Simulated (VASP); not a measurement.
# Mg2CdO3: relaxation of cell and atoms with PBE

Crystal: Mg2CdO3.

```
Mg Cd O
1.0
     3.42439    0.00000    0.00000
    -1.71220    2.96561    0.00000
     0.00000    0.00000    8.38801
Mg Cd O
2 1 3
Direct
  0.66667 0.33333 0.83333
  0.33333 0.66667 0.16667
  0.00000 0.00000 0.50000
  0.33333 0.66667 0.66667
  0.66667 0.33333 0.33333
  0.00000 0.00000 0.00000
```

| Item | Value |
| --- | --- |
| Program | VASP 6.6.1 |
| Task | relaxation of cell and atoms |
| Functional | PBE |
| Potentials or basis | VASP PAW PBE potentials, release 64 (Mg, Cd, O) |
| Cutoff | 600 eV |
| k mesh | 6 × 6 × 2 |
| Occupations | gaussian, width 0.1 eV |
| Spin | no spin polarisation |
| Dipole correction | no |
| Further INCAR settings | ALGO = Normal; EDIFF = 1e-06; IBRION = 2; EDIFFG = -0.04; NSW = 90; ISIF = 3 |

- Relaxed volume: 10.91 Å³/atom
- Relaxed cell: a = 3.116 Å, b = 3.116 Å, c = 7.788 Å, α = 90.00°, β = 90.00°, γ = 120.00°
- Space group after relaxing (to 0.1 Å): P-3m1 (No. 164)
- Energy gained by relaxing: 315.3 meV/atom
- Ionic steps: 10
- Pressure after relaxing: 0.0 GPa
- Band gap on the k mesh: 1.92 eV (least direct gap 2.07 eV)

Stress tensor (GPa, compression positive):
```
0.00 0.00 0.00
0.00 0.00 0.00
0.00 0.00 0.08
```

Step by step:
| step | energy change (eV) | largest force (eV/Å) | pressure (GPa) | volume (Å³) |
| --- | --- | --- | --- | --- |
| 1 | 0.0000 | 1.2865 | -19.36 | 85.18 |
| 2 | -1.5160 | 1.9835 | 3.23 | 65.74 |
| 3 | -1.5174 | 1.9654 | 2.40 | 66.11 |
| 4 | -1.7979 | 0.7225 | 2.01 | 65.17 |
| 5 | -1.8368 | 0.8850 | 2.40 | 64.66 |
| 6 | -1.8878 | 0.0566 | -1.44 | 66.17 |
| 7 | -1.8887 | 0.0533 | -1.02 | 65.98 |
| 8 | -1.8916 | 0.0612 | 0.28 | 65.37 |
| 9 | -1.8917 | 0.0439 | 0.09 | 65.46 |
| 10 | -1.8921 | 0.0020 | 0.03 | 65.47 |

Final structure:
```xyz
6
Lattice="3.1157 0.0000 0.0000 -1.5578 2.6982 0.0000 0.0000 0.0000 7.7877" Properties=species:S:1:pos:R:3 pbc="T T T"
Mg    1.5578    0.8994    6.5743
Mg    0.0000    1.7988    1.2133
Cd   -1.5578    2.6982    3.8938
O     0.0000    1.7988    5.4223
O     1.5578    0.8994    2.3654
O    -1.5578    2.6982    0.0000
```

Levels at points of the mesh, in eV from the valence-band top:
```
           k point  band 15  band 16  band 17  band 18  band 19  band 20
(0.00, 0.00, 0.00)    -0.27    -0.15    -0.15     1.92     5.93     6.25
(0.50, 0.00, 0.00)    -0.84    -0.76    -0.45     5.72     5.82     8.59
(0.00, 0.00, 0.50)    -0.59     0.00     0.00     2.93     4.81     6.71
(0.50, 0.00, 0.50)    -1.17    -0.30    -0.13     5.43     5.90     8.79
```

Run time: 2.7 min on 1 thread of Intel(R) Xeon(R) Platinum 8488C (Sapphire Rapids), on a shared host, peak memory 0.26 GiB.

Caveat: the volume moved by over 15 % at a fixed basis, so the end points are rough. A k mesh can miss the band edges.
